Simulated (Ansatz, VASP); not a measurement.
TiO2: VASP beside Ansatz

```
CELL_PARAMETERS angstrom
4.54535 0.00000 0.00000
0.00000 5.51962 0.00000
0.00000 0.00000 4.90920
ATOMIC_POSITIONS crystal
Ti 0.00000 0.17299 0.75000
Ti 0.50000 0.32701 0.25000
Ti 0.00000 0.82701 0.25000
Ti 0.50000 0.67299 0.75000
O 0.27145 0.38172 0.91865
O 0.77145 0.11828 0.08135
O 0.22855 0.11828 0.41865
O 0.72855 0.38172 0.58135
O 0.27145 0.61828 0.41865
O 0.77145 0.88172 0.58135
O 0.22855 0.88172 0.91865
O 0.72855 0.61828 0.08135
```

Alike in both runs: functional PBEsol; k mesh 6 × 5 × 6; occupations fermi-dirac, width 0.05 eV; no spin polarisation; Hubbard terms Ti d U = 6.0 eV.

|  | VASP | Ansatz |
| --- | --- | --- |
| version | VASP 6.6.1 | Ansatz 0.2.0 |
| potentials or method | VASP PAW PBE potentials, release 64 (Ti_sv, O) | Ansatz PAW |
| plane-wave cutoff (eV) | 520 | 420 |
| valence electrons in the cell | 96 | 96 |
| task | single point | band structure |

Ansatz gave:

| Quantity | Value |
| --- | --- |
| gap on the k mesh at the Fermi level (eV) | 3.26 |
| least direct gap on the mesh (eV) | 3.37 |
| pressure (GPa) | 2.8 |
| traceless stress, the component that is largest in VASP (GPa) | -1.24 |
| rms of the force components (eV/Å) | 0.203 |

Q: Which values does VASP return?

A: gap on the k mesh at the Fermi level (eV): 3.31; least direct gap on the mesh (eV): 3.41; pressure (GPa): 9.7; traceless stress, the component that is largest in VASP (GPa): -2.15; rms of the force components (eV/Å): 0.396.

VASP's potentials were made for PBE, not for PBEsol. The programs project onto different local orbitals, so the same U acts differently, and such runs can settle in different states. Atom by atom the forces differ by 0.200 eV/Å (rms over components).
